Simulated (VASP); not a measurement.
CS2: single point with RPBE

The system is CS2.

```
C S
1.0
     3.64579   -2.99431    0.00000
     3.64579    2.99431    0.00000
     0.00000    0.00000    9.85126
C S
2 4
Direct
  0.00000 0.00000 0.00000
  0.50000 0.50000 0.50000
  0.81848 0.18152 0.11313
  0.68152 0.31848 0.61313
  0.31848 0.68152 0.38687
  0.18152 0.81848 0.88687
```

| Quantity | Value |
| --- | --- |
| Program | VASP 6.6.1 |
| Task | single point |
| Functional | RPBE |
| Potentials or basis | VASP PAW PBE potentials, release 64 (C, S) |
| Cutoff | 520 eV |
| k mesh | 4 × 4 × 2 |
| Occupations | methfessel-paxton, width 0.05 eV |
| Spin | no spin polarisation |
| Dipole correction | no |
| Further INCAR settings | ALGO = Normal; EDIFF = 1e-07; NBANDS = 25 |

```
Pressure               : 0.8 GPa
Largest force          : 0.190 eV/Å
Band gap on the k mesh : 3.48 eV, direct
```

Forces on the atoms (eV/Å):
```
C    0.000  0.000  0.000
C    0.000  0.000  0.000
S    0.000  0.132  0.137
S    0.000 -0.132  0.137
S    0.000  0.132 -0.137
S    0.000 -0.132 -0.137
```

Stress tensor (GPa, compression positive):
```
0.52 0.00 0.00
0.00 0.96 0.00
0.00 0.00 0.98
```

Levels at points of the mesh, in eV from the valence-band top:
| k point | band 12 | band 13 | band 14 | band 15 | band 16 | band 17 | band 18 | band 19 | band 20 | band 21 |
| --- | --- | --- | --- | --- | --- | --- | --- | --- | --- | --- |
| (0.00, 0.00, 0.00) | -2.75 | -0.46 | -0.36 | -0.32 | -0.18 | 3.52 | 3.61 | 3.81 | 4.03 | 5.51 |
| (0.50, 0.00, 0.00) | -2.86 | -0.29 | -0.29 | -0.13 | -0.13 | 3.60 | 3.60 | 3.75 | 3.75 | 6.81 |
| (0.50, 0.50, 0.00) | -3.00 | -0.55 | -0.46 | -0.26 | 0.00 | 3.48 | 3.53 | 4.13 | 4.18 | 6.47 |
| (0.00, 0.00, 0.50) | -2.76 | -0.40 | -0.40 | -0.25 | -0.25 | 3.66 | 3.66 | 3.79 | 3.79 | 6.18 |
| (0.50, 0.00, 0.50) | -2.85 | -0.33 | -0.33 | -0.10 | -0.10 | 3.55 | 3.55 | 3.82 | 3.82 | 6.54 |
| (0.50, 0.50, 0.50) | -3.04 | -0.41 | -0.41 | -0.23 | -0.23 | 3.80 | 3.80 | 3.85 | 3.85 | 6.80 |

It took 62 s on 1 thread of Intel(R) Xeon(R) Platinum 8259CL CPU @ 2.50GHz (Skylake/Cascade Lake), with other jobs on the host, peak memory 0.33 GiB.

Caveat: the PAW data sets were made with another functional, which shifts forces and pressure a little. RPBE gaps usually lie below the measured ones, often by a third to a half.
